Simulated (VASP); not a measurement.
The system is HgTe (zincblende type).

```
CELL_PARAMETERS angstrom
0.00000 3.10723 3.10723
3.10723 0.00000 3.10723
3.10723 3.10723 0.00000
ATOMIC_POSITIONS crystal
Hg 0.00000 0.00000 0.00000
Te 0.25000 0.25000 0.25000
```

| Property | Result |
| --- | --- |
| Program | VASP 6.6.1 |
| Task | relaxation of cell and atoms |
| Functional | PBE |
| Potentials or basis | VASP PAW PBE potentials, release 64 (Hg, Te) |
| Cutoff | 600 eV |
| k mesh | 11 × 11 × 11 |
| Occupations | fermi-dirac, width 0.05 eV |
| Spin | no spin polarisation |

At the start: pressure 11.9 GPa; volume 30.00 Å³/atom.

Problem. How do energy, volume and symmetry change on relaxing?

Solution. Over 4 steps the energy falls by 206.1 meV/atom and the volume is 36.87 Å³/atom (+22.9 %); space group F-43m (No. 216, to 0.05 Å).

The path:
| step | energy change (eV) | largest force (eV/Å) | pressure (GPa) | volume (Å³) |
| --- | --- | --- | --- | --- |
| 1 | 0.0000 | 0.0000 | 11.95 | 60.00 |
| 2 | -0.3381 | 0.0000 | -2.67 | 81.60 |
| 3 | -0.4123 | 0.0000 | 0.09 | 73.45 |
| 4 | -0.4123 | 0.0000 | -0.02 | 73.74 |

Final structure:
```cif
data_structure
_symmetry_space_group_name_H-M 'P 1'
_symmetry_Int_Tables_number 1
_cell_length_a 4.7069
_cell_length_b 4.7069
_cell_length_c 4.7069
_cell_angle_alpha 60.000
_cell_angle_beta 60.000
_cell_angle_gamma 60.000
_cell_volume 73.74
loop_
_atom_site_label
_atom_site_type_symbol
_atom_site_fract_x
_atom_site_fract_y
_atom_site_fract_z
_atom_site_occupancy
Hg1 Hg 0.00000 0.00000 0.00000 1
Te1 Te 0.25000 0.25000 0.25000 1
```

Caveat: the volume moved by over 15 % at a fixed basis, so the end points are rough.
